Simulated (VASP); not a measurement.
# Nb (Pm-3m) in VASP: notebook

The runs below take Nb through single point, with LDA.

All numbers are computed with VASP 6.6.1; they aren't measurements. Logs are shortened: lines on timing, memory, paths and dates and some standing lists are left out, and cuts for length are marked.

### 1 The cell of the first run

It takes space group Pm-3m (No. 221, cubic). Conventional cell: a = 2.244 Å, b = 2.244 Å, c = 2.244 Å, α = 90.00°, β = 90.00°, γ = 90.00°. Nb (site symmetry m-3m) has 6 Nb at 2.24 Å within 3.0 Å.

### 2 Single point, LDA (volume scaled by 0.6)

File INCAR:

```
SYSTEM = Nb
PREC = Accurate ; ENCUT = 520
EDIFF = 1E-6 ; ISMEAR = -1
SIGMA = 0.05 ; LREAL = .False.
LASPH = .True. ; NELM = 80
ALGO = Normal ; ISIF = 2
LWAVE = .False. ; LCHARG = .False.
GGA = CA ; NBANDS = 12
```

File KPOINTS:

```
regular mesh
0
Gamma
  14 14 14
  0 0 0
```

File POSCAR:

```
Nb
1.0
    2.2437294291      0.0000000000      0.0000000000
    0.0000000000      2.2437294291      0.0000000000
    0.0000000000      0.0000000000      2.2437294291
Nb
1
Direct
    0.0000000000      0.0000000000      0.0000000000
```

Potentials or basis: VASP PAW LDA potentials, release 64 (Nb_sv).

Launch:

```console
> cat potpaw_LDA.64/Nb_sv/POTCAR > POTCAR
> mpirun -np 1 vasp_std > vasp.out
```

OUTCAR:

```text
SYSTEM = Nb
   PREC = Accurate
   ENCUT = 520
   EDIFF = 1E-6
   ISMEAR = -1
   LREAL = .False.
   LASPH = .True.
   NELM = 80
   ISIF = 2
   GGA = CA

 ion  position               nearest neighbor table
   1  0.000  0.000  0.000-

  LATTYP: Found a simple cubic cell.
 ALAT       =     2.2437294291

  Lattice vectors:

 A1 = (   2.2437294291,   0.0000000000,   0.0000000000)
 A2 = (   0.0000000000,   2.2437294291,   0.0000000000)
 A3 = (   0.0000000000,   0.0000000000,   2.2437294291)

Analysis of symmetry for initial positions (statically):
=====================================================================
 Subroutine PRICEL returns:
 Original cell was already a primitive cell.

 Routine SETGRP: Setting up the symmetry group for a
 simple cubic supercell.

 Subroutine GETGRP returns: Found 48 space group operations
 (whereof 48 operations were pure point group operations)
 out of a pool of 48 trial point group operations.

The static configuration has the point symmetry O_h .

Analysis of symmetry for dynamics (positions and initial velocities):
=====================================================================
 Subroutine PRICEL returns:
 Original cell was already a primitive cell.

 Routine SETGRP: Setting up the symmetry group for a
 simple cubic supercell.

 Subroutine GETGRP returns: Found 48 space group operations
 (whereof 48 operations were pure point group operations)
 out of a pool of 48 trial point group operations.

The dynamic configuration has the point symmetry O_h .

 Subroutine INISYM returns: Found 48 space group operations
 (whereof 48 operations are pure point group operations),
 and found     1 'primitive' translations

----------------------------------------------------------------------------------------

                                     Primitive cell

  volume of cell :      11.2957

  direct lattice vectors                    reciprocal lattice vectors
     2.243729429  0.000000000  0.000000000     0.445686537  0.000000000  0.000000000
     0.000000000  2.243729429  0.000000000     0.000000000  0.445686537  0.000000000
     0.000000000  0.000000000  2.243729429     0.000000000  0.000000000  0.445686537

  length of vectors
     2.243729429  2.243729429  2.243729429     0.445686537  0.445686537  0.445686537

  position of ions in fractional coordinates (direct lattice)
     0.000000000  0.000000000  0.000000000

  ion indices of the primitive-cell ions
   primitive index   ion index
                 1           1
[... 73 lines left out ...]
   LREAL  =      F    real-space projection
   EDIFFG = 0.1E-04   stopping-criterion for IOM
   NSW    =      0    number of steps for IOM
   IBRION =     -1    ionic relax: 0-MD 1-quasi-New 2-CG
   NFREE  =      0    steps in history (QN), initial steepest desc. (CG)
   ISIF   =      2    stress and relaxation
   ISYM   =      2    0-nonsym 1-usesym 2-fastsym
   POTIM  = 0.5000    time-step for ionic-motion
   TEBEG  =    0.0;   TEEND  =   0.0 temperature during run
   PSTRESS=    0.0 pullay stress
   NELECT =      13.0000    total number of electrons
   NUPDOWN=      -1.0000    fix difference up-down
   EMIN   =  10.00;   EMAX   =-10.00  energy-range for DOS
   EFERMI =   0.00;   METHOD = LEGACY
   ISMEAR =    -1;   SIGMA  =   0.05  broadening in eV -4-tet -1-fermi 0-gaus
   EFERMI_NEDOS =   21; number of points for ismear=-14 and -15
   IALGO  =     38    algorithm
   IMIX   =      4    mixing-type and parameters
     AMIX     =   0.40;   BMIX     =  1.00
     AMIX_MAG =   1.60;   BMIX_MAG =  1.00
  volume/ion in A,a.u.               =      11.30        76.23
  Fermi-wavevector in a.u.,A,eV,Ry     =   1.715611  3.242035 40.046310  2.943321
  Thomas-Fermi vector in A             =   2.792951
   LORBIT       =      0    0 simple, 1 ext, 2 COOP (PROOUT), +10 PAW based schemes
   GGA     = CA    functional components
   LHFCALC =     F    Hartree Fock is set to
   AEXX    =    0.0000 exact exchange contribution
   IVDW    =     0    specifies the selected vdW correction
   LEPSILON=     F    determine dielectric tensor
   LRPA    =     F    only Hartree local field effects (RPA)
 non-spin polarized calculation
  energy-cutoff  :      520.00
  volume of cell :       11.30
 maximum number of plane-waves:       320
 NGX is ok and might be reduce to    18
   NGX =  9   NGY =  9   NGZ =  9

 number of electron      13.0000003 magnetization

 Free energy of the ion-electron system (eV)
  ---------------------------------------------------
  ext. energy  EPLUGINS =         0.00000000
  ---------------------------------------------------
  free energy    TOTEN  =        -6.95567258 eV

  energy without entropy =       -6.95051804  energy(sigma->0) =       -6.95309531

 E-fermi :  19.3623     XC(G=0): -15.1920

 val. band max:       19.3402972028   @ k =   0.4286   0.4286   0.1429
 cond. band min:      19.4055122922   @ k =   0.5000   0.2857   0.2143
 fundamental gap:      0.0652150894
 Fermi energy:        19.3622653952

 k-point     1 :       0.0000    0.0000    0.0000
  band No.  band energies     occupation
      1     -36.6008      2.00000
      2      -9.0756      2.00000
      3      -9.0756      2.00000
      4      -9.0756      2.00000
      5      13.1414      2.00000
      6      13.1414      2.00000
      7      13.3471      2.00000
      8      28.8271      0.00000
      9      28.8271      0.00000
     10      28.8271      0.00000
     11      39.8261      0.00000
     12      39.8261      0.00000
[... 331 lines left out ...]
 k-point    24 :       0.3571    0.2143    0.0000
  band No.  band energies     occupation
      1     -35.1762      2.00000
      2     -13.8460      2.00000
      3     -11.0624      2.00000
      4      -8.2718      2.00000
      5      15.2345      2.00000
      6      16.0261      2.00000
      7      20.7783      0.00000
      8      22.9747      0.00000
      9      25.4234      0.00000
     10      26.2282      0.00000
     11      34.2742      0.00000
     12      39.7699      0.00000

 [... further k-points ...]
[... 5 lines left out ...]
  --------------------------------------------------------------------------------------
  -------------------------------------------------------------------------------------
  Total       15.0700173     15.0700173     15.0700173     -0.0000000      0.0000000     -0.0000000
  in kB     2137.5332573   2137.5332573   2137.5332573     -0.0000000      0.0000000     -0.0000000
  external PRESSURE =    2137.5332573 kB  Pullay stress =       0.0000000 kB

 VOLUME and BASIS-vectors are now :
 -----------------------------------------------------------------------------
  energy-cutoff  :      520.00
  volume of cell :       11.30
      direct lattice vectors                 reciprocal lattice vectors
     2.243729429  0.000000000  0.000000000     0.445686537  0.000000000  0.000000000
     0.000000000  2.243729429  0.000000000     0.000000000  0.445686537  0.000000000
     0.000000000  0.000000000  2.243729429     0.000000000  0.000000000  0.445686537

 POSITION                                       TOTAL-FORCE (eV/Angst)
 -----------------------------------------------------------------------------------
      0.00000      0.00000      0.00000         0.000000      0.000000      0.000000
 -----------------------------------------------------------------------------------
    total drift:                                0.000000      0.000000     -0.000000

  FREE ENERGIE OF THE ION-ELECTRON SYSTEM (eV)
  ---------------------------------------------------
  free  energy   TOTEN  =        -6.9556725813 eV

  energy  without entropy=       -6.9505180355  energy(sigma->0) =       -6.95309531
```

OSZICAR:

```text
N       E                     dE             d eps       ncg     rms          rms(c)
DAV:   1     0.134915329571E+03    0.13492E+03   -0.76260E+03  2928   0.117E+03
DAV:   2    -0.189207385671E+01   -0.13681E+03   -0.12976E+03  2980   0.437E+02
DAV:   3    -0.673087483589E+01   -0.48388E+01   -0.45456E+01  4408   0.759E+01
DAV:   4    -0.693684765731E+01   -0.20597E+00   -0.20403E+00  3900   0.125E+01
DAV:   5    -0.694800515943E+01   -0.11158E-01   -0.11145E-01  4480   0.245E+00    0.170E+01
DAV:   6    -0.690891083994E+01    0.39094E-01   -0.18295E-01  4608   0.557E+00    0.844E+00
DAV:   7    -0.694614000452E+01   -0.37229E-01   -0.11669E-01  4820   0.411E+00    0.136E+00
DAV:   8    -0.695570293961E+01   -0.95629E-02   -0.20363E-02  3580   0.177E+00    0.219E-01
DAV:   9    -0.695562216838E+01    0.80771E-04   -0.14743E-03  4232   0.404E-01    0.867E-02
DAV:  10    -0.695567250720E+01   -0.50339E-04   -0.15740E-04  3564   0.187E-01    0.178E-02
DAV:  11    -0.695567258134E+01   -0.74138E-07   -0.76726E-06  3916   0.297E-02
   1 F= -.69556726E+01 E0= -.69530953E+01  d E =-.515455E-02
```

Run time: 23 s. Hardware: 1 thread of AMD EPYC 7R43 (Zen 3), shared host; peak memory 0.09 GiB.

What came out:

```yaml
Free_energy: -6.9557 eV
Pressure: 213.8 GPa
```

### 3 Single point, LDA (volume scaled by 0.6)

File INCAR:

```
SYSTEM = Nb
  ALGO = Normal
  EDIFF = 1E-6
  ENCUT = 520
  ISIF = 2
  ISMEAR = -1
  LASPH = .TRUE.
  LCHARG = .FALSE.
  LREAL = .FALSE.
  LWAVE = .FALSE.
  NBANDS = 12
  NELM = 80
  PREC = Accurate
  SIGMA = 0.05
```

File KPOINTS:

```
k-points
0
G
  14 14 14
  0 0 0
```

POSCAR is that of step 2.

Potentials or basis: VASP PAW LDA potentials, release 64 (Nb_sv).

Launch:

```console
> cat potpaw_LDA.64/Nb_sv/POTCAR > POTCAR
> mpirun -np 1 vasp_std > vasp.out
```

It took 21 s on 1 thread of AMD EPYC 7R43 (Zen 3), shared host; peak memory 0.09 GiB.

The run converged. Its results:

```
Free energy : -6.9557 eV
Pressure    : 213.8 GPa
```

Levels at points of the mesh, in eV from the Fermi level:
| k point | band 5 | band 6 | band 7 | band 8 | band 9 | band 10 |
| --- | --- | --- | --- | --- | --- | --- |
| (0.00, 0.00, 0.00) | -6.22 | -6.22 | -6.02 | 9.46 | 9.46 | 9.46 |
| (0.50, 0.00, 0.00) | -4.42 | -2.29 | 2.10 | 2.10 | 2.26 | 10.34 |
| (0.50, 0.50, 0.00) | -9.35 | -1.30 | 3.70 | 3.70 | 10.22 | 10.22 |
| (0.50, 0.50, 0.50) | -6.39 | -6.39 | -6.39 | 5.61 | 14.96 | 14.96 |

### 4 Single point, LDA (volume scaled by 0.7)

File INCAR:

```
SYSTEM = Nb
  ALGO = Normal
  EDIFF = 1E-6
  ENCUT = 520
  ISIF = 2
  ISMEAR = -1
  LASPH = .True.
  LCHARG = .False.
  LREAL = .False.
  LWAVE = .False.
  NBANDS = 12
  NELM = 60
  PREC = Accurate
  SIGMA = 0.05
```

File KPOINTS:

```
k-points
0
Gamma
  14 14 14
  0 0 0
```

File POSCAR:

```
Nb
1.0
    2.3620336523      0.0000000000      0.0000000000
    0.0000000000      2.3620336523      0.0000000000
    0.0000000000      0.0000000000      2.3620336523
Nb
1
Direct
    0.0000000000      0.0000000000      0.0000000000
```

Launch:

```console
> cat potpaw_LDA.64/Nb_sv/POTCAR > POTCAR
> mpirun -np 1 vasp_std > vasp.out
```

Run time: 25 s. Hardware: 1 thread of AMD EPYC 7R43 (Zen 3), shared host; peak memory 0.09 GiB.

Results (log left out):

| Property | Result |
| --- | --- |
| Free energy | -8.8007 eV |
| Pressure | 110.2 GPa |

Levels at points of the mesh, in eV from the Fermi level:
| k point | band 3 | band 4 | band 5 | band 6 | band 7 | band 8 | band 9 | band 10 | band 11 | band 12 |
| --- | --- | --- | --- | --- | --- | --- | --- | --- | --- | --- |
| (0.00, 0.00, 0.00) | -28.84 | -28.84 | -6.20 | -5.09 | -5.09 | 8.04 | 8.04 | 8.04 | 18.61 | 18.61 |
| (0.50, 0.00, 0.00) | -28.37 | -28.37 | -3.59 | -2.60 | 1.62 | 2.07 | 2.07 | 8.72 | 14.03 | 15.62 |
| (0.50, 0.50, 0.00) | -32.43 | -27.94 | -7.61 | -1.33 | 3.35 | 3.35 | 8.86 | 8.86 | 12.03 | 18.40 |
| (0.50, 0.50, 0.50) | -31.76 | -31.76 | -5.09 | -5.09 | -5.09 | 6.32 | 12.50 | 12.50 | 19.86 | 19.86 |
